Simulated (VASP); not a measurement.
Input of a VASP 6.6.1 run:

Contents of INCAR:

```
PREC = Accurate ; ENCUT = 600
EDIFF = 1E-6 ; ISMEAR = 0
SIGMA = 0.1 ; LREAL = F
LASPH = T ; NELM = 60
ALGO = Normal ; ISIF = 3
LWAVE = F ; LCHARG = F
GGA = PE ; IBRION = 2
NSW = 100 ; EDIFFG = -0.01
```

File KPOINTS:

```
Automatic mesh
0
Gamma
  10 10 16
```

The input POSCAR:

```
ZnS3
1.0
    4.8535660495      0.0000000000      0.0000000000
    0.0000000000      4.8535660495      0.0000000000
    0.0000000000      0.0000000000      2.7669223898
Zn S
1 3
Direct
    0.0000000000      0.0000000000      0.0000000000
    0.5000000000      0.5000000000      0.0000000000
    0.0000000000      0.5000000000      0.5000000000
    0.5000000000      0.0000000000      0.5000000000
```

Potentials or basis: VASP PAW PBE potentials, release 64 (Zn, S).

The run is started by

```sh
$ cat potpaw_PBE.64/Zn/POTCAR potpaw_PBE.64/S/POTCAR > POTCAR
$ mpirun -np 1 vasp_std > vasp.out
```

Task: What does it give for the band gap on the k mesh?

Result: Zero (bands 15 and 16 overlap by 1.77 eV).

Task: What does it give for the relaxed cell?

Result: a = 4.529 Å, b = 4.529 Å, c = 3.136 Å, α = 90.00°, β = 90.00°, γ = 90.00°.

The path:
```csv
step,energy change (eV),largest force (eV/Å),pressure (GPa),volume (Å³)
1,0.0000,0.0000,-0.09,65.18
2,-0.0208,0.0000,-0.16,65.09
3,-0.1168,0.0000,-0.16,64.73
4,-0.2533,0.0000,0.70,63.71
5,-0.2590,0.0000,1.42,63.21
6,-0.2608,0.0000,1.17,63.36
7,-0.2399,0.0000,-2.41,66.60
8,-0.2642,0.0000,0.15,64.22
9,-0.2642,0.0000,0.07,64.24
10,-0.2643,0.0000,-0.07,64.36
11,-0.2644,0.0000,-0.02,64.33
```
